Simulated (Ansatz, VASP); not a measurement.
## InGaAs2: VASP beside Ansatz

INCAR

```
SYSTEM = InGaAs2
PREC = Accurate
ENCUT = 520
EDIFF = 1E-7
ISMEAR = 0
SIGMA = 0.15
LREAL = .False.
LASPH = .True.
NELM = 100
ALGO = Normal
ISIF = 2
LWAVE = .False.
LCHARG = .False.
GGA = PS
NBANDS = 26
```

The input KPOINTS:

```
Automatic mesh
0
Gamma
  12 12 8
  0 0 0
```

File POSCAR:

```
InGaAs2
1.0
    4.1827511894      0.0000000000      0.0000000000
    0.0000000000      4.1827511894      0.0000000000
    0.0000000000      0.0000000000      5.9621480000
In Ga As
1 1 2
Direct
    0.0000000000      0.0000000000      0.5000000000
    0.5000000000      0.5000000000      0.0000000000
    0.5000000000      0.0000000000      0.7684750000
    0.0000000000      0.5000000000      0.2315250000
```

Input for Ansatz:

```yaml
crystal:
  lattice:
    - [4.1827511894, 0.0, 0.0]
    - [0.0, 4.1827511894, 0.0]
    - [0.0, 0.0, 5.962148]
  atoms:
    - { symbol: In, position: [0.0, 0.0, 0.5] }
    - { symbol: Ga, position: [0.5, 0.5, 0.0] }
    - { symbol: As, position: [0.5, 0.0, 0.768475] }
    - { symbol: As, position: [0.0, 0.5, 0.231525] }
basis:
  ecutwfc: 420
kpoints:
  mp_grid: { grid: [12, 12, 8] }
hamiltonian:
  xc: pbesol
scf:
  occupations: { method: gaussian, width: 0.15 }
output:
  forces: true
  stress: true
  eigenvalues: true
  write_density: true
  write_potential: true
  elf: true
  volumetric_format: npy
```

Change from the starting cell: strain -0.0100 x Voigt [1, 1, 0, 0, 0, 0], atoms carried along.

Alike in both runs: task single point; functional PBEsol; k mesh 12 × 12 × 8; occupations gaussian, width 0.15 eV; no spin polarisation.

|  | VASP | Ansatz |
| --- | --- | --- |
| version | VASP 6.6.1 | Ansatz 0.2.0 |
| potentials or method | VASP PAW PBE potentials, release 64 (In_d, Ga_d, As), cutoff 520 eV | scalar-relativistic, plane waves, PAW |
| valence electrons in the cell | 36 | 56 |

|  | VASP | Ansatz | Ansatz less VASP |
| --- | --- | --- | --- |
| gap on the k mesh at the Fermi level (eV) | none | none | - |
| pressure (GPa) | -1.5 | -1.6 | -0.11 |
| rms of the force components (eV/Å) | 0.022 | 0.022 | +0.0001 |

VASP's potentials were made for PBE, not for PBEsol. Atom by atom the forces differ by 0.000 eV/Å (rms over components). A gap of «none» marks a metal or a gap that the smearing closes. VASP's potentials hold 36 valence electrons a cell and Ansatz's 56, so a difference there can come from the potentials and not from the codes.
